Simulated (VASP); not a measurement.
Set up this calculation in VASP 6.6.1, as the native input.

| Property | Result |
| --- | --- |
| Task | single point |
| Functional | PBE |
| Potentials or basis | VASP PAW PBE potentials, release 64 (La) |
| Cutoff | 520 eV |
| k mesh | 6 × 6 × 9 |
| Occupations | fermi-dirac, width 0.08 eV |
| Spin | no spin polarisation |
| Dipole correction | no |
| Further INCAR settings | ALGO = Normal; EDIFF = 1e-06; NBANDS = 24 |

The structure of La lies in POSCAR:

```
La
1.0
    5.9421394378      0.0000000000      0.0000000000
   -2.9710697189      5.1460437059      0.0000000000
    0.0000000000      0.0000000000      3.6254379493
La
3
Direct
    0.0000000000      0.0000000000      0.0000000000
    0.3333333333      0.6666666667      0.5000000000
    0.6666666667      0.3333333333      0.5000000000
```

These files were run (other wordings do the same):

INCAR

```
  PREC = Accurate
  ENCUT = 520
  EDIFF = 1E-6
  ISMEAR = -1
  SIGMA = 0.08
  LREAL = F
  LASPH = T
  NELM = 80
  ALGO = Normal
  ISIF = 2
  LWAVE = F
  LCHARG = F
  GGA = PE
  NBANDS = 24
```

KPOINTS

```
regular mesh
0
Gamma
  6 6 9
```

Potentials or basis: VASP PAW PBE potentials, release 64 (La).

Command:

```console
$ cat potpaw_PBE.64/La/POTCAR > POTCAR
$ mpirun -np 1 vasp_std > vasp.out
```

Results of the run:

* Pressure: 0.2 GPa

It took 81 s on 1 thread of AMD EPYC 9R45 96-Core Processor (Zen 5) (shared host), peak memory 0.26 GiB.
